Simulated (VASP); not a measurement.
# K3Na (Pm-3m) in VASP: a series of runs

Runs on K3Na. Level: LDA. Tasks: single point.

All numbers are computed with VASP 6.6.1; they aren't measurements. Logs are shortened: lines on timing, memory, paths and dates and some standing lists are left out, and cuts for length are marked.

### 1 The cell of the first run

Symmetry: Pm-3m, No. 221, cubic system. The conventional cell has a = 6.369 Å, b = 6.369 Å, c = 6.369 Å, α = 90.00°, β = 90.00°, γ = 90.00°.

### 2 Single point, LDA

Contents of INCAR:

```
PREC = Accurate
ENCUT = 520
EDIFF = 1E-7
ISMEAR = -1
SIGMA = 0.1
LREAL = F
LASPH = T
NELM = 60
ALGO = Normal
ISIF = 2
LWAVE = F
LCHARG = F
NBANDS = 25
```

Contents of KPOINTS:

```
Automatic mesh
0
Gamma
  4 4 4
```

Contents of POSCAR:

```
K3Na
1.0
    6.3693231400      0.0000000000      0.0000000000
    0.0000000000      6.3693231400      0.0000000000
    0.0000000000      0.0000000000      6.3693231400
K Na
3 1
Direct
    0.0000000000      0.5000000000      0.5000000000
    0.5000000000      0.0000000000      0.5000000000
    0.5000000000      0.5000000000      0.0000000000
    0.0000000000      0.0000000000      0.0000000000
```

Potentials or basis: VASP PAW LDA potentials, release 64 (K_sv, Na_pv).

The run is started by

```
$ cat potpaw_LDA.64/K_sv/POTCAR potpaw_LDA.64/Na_pv/POTCAR > POTCAR
$ mpirun -np 1 vasp_std > vasp.out
```

OUTCAR:

```text
PREC = Accurate
   ENCUT = 520
   EDIFF = 1E-7
   ISMEAR = -1
   LREAL = F
   LASPH = T
   NELM = 60
   ISIF = 2

 ion  position               nearest neighbor table
   1  0.000  0.500  0.500-
   2  0.500  0.000  0.500-
   3  0.500  0.500  0.000-
   4  0.000  0.000  0.000-

  LATTYP: Found a simple cubic cell.
 ALAT       =     6.3693231400

  Lattice vectors:

 A1 = (   6.3693231400,   0.0000000000,   0.0000000000)
 A2 = (   0.0000000000,   6.3693231400,   0.0000000000)
 A3 = (   0.0000000000,   0.0000000000,   6.3693231400)

Analysis of symmetry for initial positions (statically):
=====================================================================
 Subroutine PRICEL returns:
 Original cell was already a primitive cell.

 Routine SETGRP: Setting up the symmetry group for a
 simple cubic supercell.

 Subroutine GETGRP returns: Found 48 space group operations
 (whereof 48 operations were pure point group operations)
 out of a pool of 48 trial point group operations.

The static configuration has the point symmetry O_h .

Analysis of symmetry for dynamics (positions and initial velocities):
=====================================================================
 Subroutine PRICEL returns:
 Original cell was already a primitive cell.

 Routine SETGRP: Setting up the symmetry group for a
 simple cubic supercell.

 Subroutine GETGRP returns: Found 48 space group operations
 (whereof 48 operations were pure point group operations)
 out of a pool of 48 trial point group operations.

The dynamic configuration has the point symmetry O_h .

 Subroutine INISYM returns: Found 48 space group operations
 (whereof 48 operations are pure point group operations),
 and found     1 'primitive' translations

----------------------------------------------------------------------------------------

                                     Primitive cell

  volume of cell :     258.3925

  direct lattice vectors                    reciprocal lattice vectors
     6.369323140  0.000000000  0.000000000     0.157002554  0.000000000  0.000000000
     0.000000000  6.369323140  0.000000000     0.000000000  0.157002554  0.000000000
     0.000000000  0.000000000  6.369323140     0.000000000  0.000000000  0.157002554

  length of vectors
     6.369323140  6.369323140  6.369323140     0.157002554  0.157002554  0.157002554

  position of ions in fractional coordinates (direct lattice)
     0.000000000  0.500000000  0.500000000
     0.500000000  0.000000000  0.500000000
     0.500000000  0.500000000  0.000000000
     0.000000000  0.000000000  0.000000000

  ion indices of the primitive-cell ions
   primitive index   ion index
                 1           1
                 2           2
                 3           3
                 4           4

----------------------------------------------------------------------------------------

 KPOINTS: Automatic mesh

Automatic generation of k-mesh.
 Grid dimensions read from file:
 generate k-points for:    4    4    4

 Generating k-lattice:

  Cartesian coordinates                     Fractional coordinates (reciprocal lattice)
     0.039250638  0.000000000  0.000000000     0.250000000  0.000000000  0.000000000
     0.000000000  0.039250638  0.000000000     0.000000000  0.250000000  0.000000000
     0.000000000  0.000000000  0.039250638     0.000000000  0.000000000  0.250000000

  Length of vectors
     0.039250638  0.039250638  0.039250638

  Shift w.r.t. Gamma in fractional coordinates (k-lattice)
     0.000000000  0.000000000  0.000000000

 Subroutine IBZKPT returns following result:
 ===========================================

 Found     10 irreducible k-points:

 Following reciprocal coordinates:
            Coordinates               Weight
  0.000000  0.000000  0.000000      1.000000
  0.250000  0.000000  0.000000      6.000000
  0.500000  0.000000  0.000000      3.000000
  0.250000  0.250000  0.000000     12.000000
  0.500000  0.250000  0.000000     12.000000
  0.500000  0.500000  0.000000      3.000000
  0.250000  0.250000  0.250000      8.000000
  0.500000  0.250000  0.250000     12.000000
  0.500000  0.500000  0.250000      6.000000
  0.500000  0.500000  0.500000      1.000000
   k-points           NKPTS =     10   k-points in BZ     NKDIM =     10   number of bands    NBANDS=     25
   number of dos      NEDOS =    301   number of ions     NIONS =      4
   total plane-waves  NPLWV = 110592
   dimension x,y,z NGX =    48 NGY =   48 NGZ =   48
   dimension x,y,z NGXF=    96 NGYF=   96 NGZF=   96
   ions per type =               3   1
   NGX,Y,Z   is equivalent  to a cutoff of  12.53, 12.53, 12.53 a.u.
   NGXF,Y,Z  is equivalent  to a cutoff of  25.06, 25.06, 25.06 a.u.
 SYSTEM =  unknown system
   PREC   = accura    normal or accurate (medium, high low for compatibility)
   ISTART =      0    job   : 0-new  1-cont  2-samecut
   ICHARG =      2    charge: 1-file 2-atom 10-const
   ISPIN  =      1    spin polarized calculation?
   LNONCOLLINEAR =      F non collinear calculations
   LSORBIT =      F    spin-orbit coupling
   LASPH  =      T    aspherical Exc in radial PAW
   ENCUT  =  520.0 eV  38.22 Ry    6.18 a.u.  11.84 11.84 11.84*2*pi/ulx,y,z
   NELM   =     60;   NELMIN=  2; NELMDL= -5     # of ELM steps
   EDIFF  = 0.1E-06   stopping-criterion for ELM
   LREAL  =      F    real-space projection
   EDIFFG = 0.1E-05   stopping-criterion for IOM
   NSW    =      0    number of steps for IOM
   IBRION =     -1    ionic relax: 0-MD 1-quasi-New 2-CG
   NFREE  =      0    steps in history (QN), initial steepest desc. (CG)
   ISIF   =      2    stress and relaxation
   ISYM   =      2    0-nonsym 1-usesym 2-fastsym
   POTIM  = 0.5000    time-step for ionic-motion
   TEBEG  =    0.0;   TEEND  =   0.0 temperature during run
   PSTRESS=    0.0 pullay stress
   NELECT =      34.0000    total number of electrons
   NUPDOWN=      -1.0000    fix difference up-down
   EMIN   =  10.00;   EMAX   =-10.00  energy-range for DOS
   EFERMI =   0.00;   METHOD = LEGACY
   ISMEAR =    -1;   SIGMA  =   0.10  broadening in eV -4-tet -1-fermi 0-gaus
   EFERMI_NEDOS =   21; number of points for ismear=-14 and -15
   IALGO  =     38    algorithm
   IMIX   =      4    mixing-type and parameters
     AMIX     =   0.40;   BMIX     =  1.00
     AMIX_MAG =   1.60;   BMIX_MAG =  1.00
  volume/ion in A,a.u.               =      64.60       435.93
  Fermi-wavevector in a.u.,A,eV,Ry     =   0.832673  1.573524  9.433524  0.693344
  Thomas-Fermi vector in A             =   1.945768
   LORBIT       =      0    0 simple, 1 ext, 2 COOP (PROOUT), +10 PAW based schemes
   GGA     = CA    functional components
   LHFCALC =     F    Hartree Fock is set to
   AEXX    =    0.0000 exact exchange contribution
   IVDW    =     0    specifies the selected vdW correction
   LEPSILON=     F    determine dielectric tensor
   LRPA    =     F    only Hartree local field effects (RPA)
 non-spin polarized calculation
  energy-cutoff  :      520.00
  volume of cell :      258.39
 maximum number of plane-waves:      6984
 NGX is ok and might be reduce to    48
   NGX = 23   NGY = 23   NGZ = 23

 number of electron      33.9999983 magnetization

 Free energy of the ion-electron system (eV)
  ---------------------------------------------------
  ext. energy  EPLUGINS =         0.00000000
  ---------------------------------------------------
  free energy    TOTEN  =        -4.83103697 eV

  energy without entropy =       -4.71307409  energy(sigma->0) =       -4.77205553

 E-fermi :  -0.2721     XC(G=0):  -6.0016

 val. band max:       -0.2823858369   @ k =   0.5000   0.5000   0.2500
 cond. band min:      -0.1691941418   @ k =   0.2500   0.2500   0.2500
 fundamental gap:      0.1131916951
 Fermi energy:        -0.2721415762

 k-point     1 :       0.0000    0.0000    0.0000
  band No.  band energies     occupation
      1     -32.0375      2.00000
      2     -32.0301      2.00000
      3     -32.0301      2.00000
      4     -25.4702      2.00000
      5     -25.4702      2.00000
      6     -25.4702      2.00000
[... 17 lines left out ...]
     24       2.3768      0.00000
     25       2.3768      0.00000

 k-point     2 :       0.2500    0.0000    0.0000
  band No.  band energies     occupation
      1     -32.0365      2.00000
      2     -32.0311      2.00000
      3     -32.0301      2.00000
      4     -25.4702      2.00000
      5     -25.4702      2.00000
      6     -25.4702      2.00000
[... 17 lines left out ...]
     24       2.4897      0.00000
     25       2.5354      0.00000

 k-point     3 :       0.5000    0.0000    0.0000
  band No.  band energies     occupation
      1     -32.0350      2.00000
      2     -32.0326      2.00000
      3     -32.0301      2.00000
      4     -25.4702      2.00000
      5     -25.4702      2.00000
      6     -25.4702      2.00000
[... 17 lines left out ...]
     24       2.4414      0.00000
     25       2.7976      0.00000

 k-point     4 :       0.2500    0.2500    0.0000
  band No.  band energies     occupation
      1     -32.0357      2.00000
      2     -32.0313      2.00000
      3     -32.0307      2.00000
      4     -25.4702      2.00000
      5     -25.4702      2.00000
      6     -25.4702      2.00000
[... 17 lines left out ...]
     24       2.4472      0.00000
     25       2.5146      0.00000

 k-point     5 :       0.5000    0.2500    0.0000
  band No.  band energies     occupation
      1     -32.0343      2.00000
      2     -32.0326      2.00000
      3     -32.0308      2.00000
      4     -25.4702      2.00000
      5     -25.4702      2.00000
      6     -25.4702      2.00000
[... 17 lines left out ...]
     24       2.6411      0.00000
     25       2.9219      0.00000

 k-point     6 :       0.5000    0.5000    0.0000
  band No.  band energies     occupation
      1     -32.0326      2.00000
      2     -32.0326      2.00000
      3     -32.0326      2.00000
      4     -25.4702      2.00000
      5     -25.4702      2.00000
      6     -25.4702      2.00000
[... 17 lines left out ...]
     24       2.4986      0.00000
     25       2.4986      0.00000

 k-point     7 :       0.2500    0.2500    0.2500
  band No.  band energies     occupation
      1     -32.0350      2.00000
      2     -32.0313      2.00000
      3     -32.0313      2.00000
      4     -25.4702      2.00000
      5     -25.4702      2.00000
      6     -25.4702      2.00000
[... 17 lines left out ...]
     24       2.8148      0.00000
     25       2.8150      0.00000

 k-point     8 :       0.5000    0.2500    0.2500
  band No.  band energies     occupation
      1     -32.0338      2.00000
      2     -32.0326      2.00000
      3     -32.0313      2.00000
      4     -25.4702      2.00000
      5     -25.4702      2.00000
      6     -25.4702      2.00000
[... 17 lines left out ...]
     24       2.9895      0.00000
     25       3.0148      0.00000

 k-point     9 :       0.5000    0.5000    0.2500
  band No.  band energies     occupation
      1     -32.0326      2.00000
      2     -32.0326      2.00000
      3     -32.0326      2.00000
      4     -25.4702      2.00000
      5     -25.4702      2.00000
      6     -25.4702      2.00000
[... 17 lines left out ...]
     24       3.4601      0.00000
     25       3.4629      0.00000

 k-point    10 :       0.5000    0.5000    0.5000
  band No.  band energies     occupation
      1     -32.0326      2.00000
      2     -32.0326      2.00000
      3     -32.0326      2.00000
      4     -25.4702      2.00000
      5     -25.4702      2.00000
      6     -25.4702      2.00000
[... 17 lines left out ...]
     24       3.8205      0.00000
     25       3.8245      0.00000

------------------------ aborting loop because EDIFF is reached ----------------------------------------

  FORCE on cell =-STRESS in cart. coord.  units (eV):
  Direction    XX          YY          ZZ          XY          YZ          ZX
  --------------------------------------------------------------------------------------
  -------------------------------------------------------------------------------------
  Total       -0.9186710     -0.9186710     -0.9186710      0.0000000      0.0000000      0.0000000
  in kB       -5.6962724     -5.6962724     -5.6962724      0.0000000      0.0000000      0.0000000
  external PRESSURE =      -5.6962724 kB  Pullay stress =       0.0000000 kB

 VOLUME and BASIS-vectors are now :
 -----------------------------------------------------------------------------
  energy-cutoff  :      520.00
  volume of cell :      258.39
      direct lattice vectors                 reciprocal lattice vectors
     6.369323140  0.000000000  0.000000000     0.157002554  0.000000000  0.000000000
     0.000000000  6.369323140  0.000000000     0.000000000  0.157002554  0.000000000
     0.000000000  0.000000000  6.369323140     0.000000000  0.000000000  0.157002554

 POSITION                                       TOTAL-FORCE (eV/Angst)
 -----------------------------------------------------------------------------------
      0.00000      3.18466      3.18466         0.000000      0.000000      0.000000
      3.18466      0.00000      3.18466         0.000000      0.000000      0.000000
      3.18466      3.18466      0.00000         0.000000      0.000000      0.000000
      0.00000      0.00000      0.00000         0.000000      0.000000      0.000000
 -----------------------------------------------------------------------------------
    total drift:                                0.000000     -0.000000     -0.000000

  FREE ENERGIE OF THE ION-ELECTRON SYSTEM (eV)
  ---------------------------------------------------
  free  energy   TOTEN  =        -4.8310369696 eV

  energy  without entropy=       -4.7130740902  energy(sigma->0) =       -4.77205553
```

Wall time 73 s (1 thread of AMD EPYC 7R43 (Zen 3), shared host); peak memory 0.23 GiB.

What came out:

```yaml
Free_energy: -4.8310 eV
Pressure: -0.6 GPa
Band_gap_on_the_k_mesh: zero (band 17 reaches 0.37 eV, above the bottom of band 18 at -0.60 eV)
```

### 3 Single point, LDA

Contents of INCAR:

```
SYSTEM = K3Na
PREC = Accurate
ENCUT = 520
EDIFF = 1E-6
ISMEAR = -1
SIGMA = 0.1
LREAL = .FALSE.
LASPH = .TRUE.
NELM = 80
ALGO = Normal
ISIF = 2
LWAVE = .FALSE.
LCHARG = .TRUE.
LELF = .TRUE.
LVHAR = .TRUE.
NBANDS = 25
```

Contents of KPOINTS:

```
Automatic mesh
0
G
  4 4 4
  0 0 0
```

POSCAR is that of step 2.

Potentials or basis: VASP PAW LDA potentials, release 64 (K_sv, Na_pv).

The run is started by

```
$ cat potpaw_LDA.64/K_sv/POTCAR potpaw_LDA.64/Na_pv/POTCAR > POTCAR
$ mpirun -np 1 vasp_std > vasp.out
```

It took 78 s on 1 thread of AMD EPYC 7R43 (Zen 3), shared host; peak memory 0.23 GiB.

The run converged. Its results:

| Property | Result |
| --- | --- |
| Free energy | -4.8310 eV |
| Pressure | -0.6 GPa |
| Band gap on the k mesh | zero (band 17 reaches 0.37 eV, above the bottom of band 18 at -0.60 eV) |

Levels at points of the mesh, in eV from the Fermi level:
| k point | band 15 | band 16 | band 17 | band 18 | band 19 | band 20 |
| --- | --- | --- | --- | --- | --- | --- |
| (0.00, 0.00, 0.00) | -15.45 | -2.33 | 0.64 | 1.32 | 1.32 | 1.48 |
| (0.50, 0.00, 0.00) | -15.45 | -1.37 | -1.26 | 1.40 | 1.69 | 1.69 |
| (0.50, 0.50, 0.00) | -15.44 | -0.60 | -0.33 | -0.33 | -0.23 | 2.00 |
| (0.50, 0.50, 0.50) | -15.44 | -0.18 | 0.53 | 0.53 | 0.53 | 0.62 |
